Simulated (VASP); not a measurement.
# Sn: single point with PBE

The system is Sn.

```
CELL_PARAMETERS angstrom
0.00000 3.25476 3.25476
3.25476 0.00000 3.25476
3.25476 3.25476 0.00000
ATOMIC_POSITIONS crystal
Sn 0.75000 0.75000 0.75000
Sn 0.50000 0.50000 0.50000
```

This cell differs from its parent crystal: volume scaled by 1.02.

```yaml
Program: VASP 6.6.1
Task: single point
Functional: PBE
Potentials_or_basis: VASP PAW PBE potentials, release 64 (Sn_d)
Cutoff: 520 eV
k_mesh: 7 × 7 × 7
Occupations: fermi-dirac, width 0.05 eV
Spin: no spin polarisation
Dipole_correction: no
Further_INCAR_settings: ALGO = Fast; EDIFF = 1e-06; NBANDS = 21
```

```json
{"Pressure": "2.7 GPa", "Band gap on the k mesh": "zero (band 14 reaches 5.63 eV, above the bottom of band 15 at 5.56 eV)"}
```

Levels at points of the mesh, in eV from the Fermi level:
| k point | band 11 | band 12 | band 13 | band 14 | band 15 | band 16 | band 17 | band 18 |
| --- | --- | --- | --- | --- | --- | --- | --- | --- |
| (0.00, 0.00, 0.00) | -10.50 | -0.65 | 0.13 | 0.13 | 0.13 | 2.21 | 2.21 | 2.21 |

Wall time 36 s on 1 thread of Intel(R) Xeon(R) Platinum 8488C (Sapphire Rapids) (shared host), peak memory 0.2 GiB.

Caveat: spin-orbit coupling is left out, which moves the levels of the heavy elements.
